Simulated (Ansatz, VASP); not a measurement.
One calculation of Sb, two programs

```xyz
2
Lattice="3.3690 0.0000 0.0000 -1.6845 2.9176 0.0000 0.0000 0.0000 5.3300" Properties=species:S:1:pos:R:3 pbc="T T T"
Sb    0.0000    1.9451    1.3325
Sb    1.6845    0.9725    3.9975
```

Alike in both runs: task single point; functional r2SCAN; k mesh 18 × 18 × 10; occupations gaussian, width 0.15 eV; no spin polarisation.

|  | VASP | Ansatz |
| --- | --- | --- |
| version | VASP 6.6.1 | Ansatz 0.2.0 |
| potentials or method | VASP PAW PBE potentials, release 64 (Sb), cutoff 520 eV | scalar-relativistic, plane waves, PAW |
| valence electrons in the cell | 10 | 30 |

```tsv
	VASP	Ansatz	Ansatz less VASP
gap on the k mesh at the Fermi level (eV)	none	none	-
pressure (GPa)	2.2	2.3	+0.10
traceless stress, the component that is largest in VASP (GPa)	1.15	1.14	-0.009
```

VASP's potentials were made for PBE, not for r2SCAN. A gap of «none» marks a metal or a gap that the smearing closes. With one functional, cell and mesh, what is left measures potentials, basis and numerics. VASP's potentials hold 10 valence electrons a cell and Ansatz's 30, so a difference there can come from the potentials and not from the codes.

Spin-orbit coupling is off throughout.
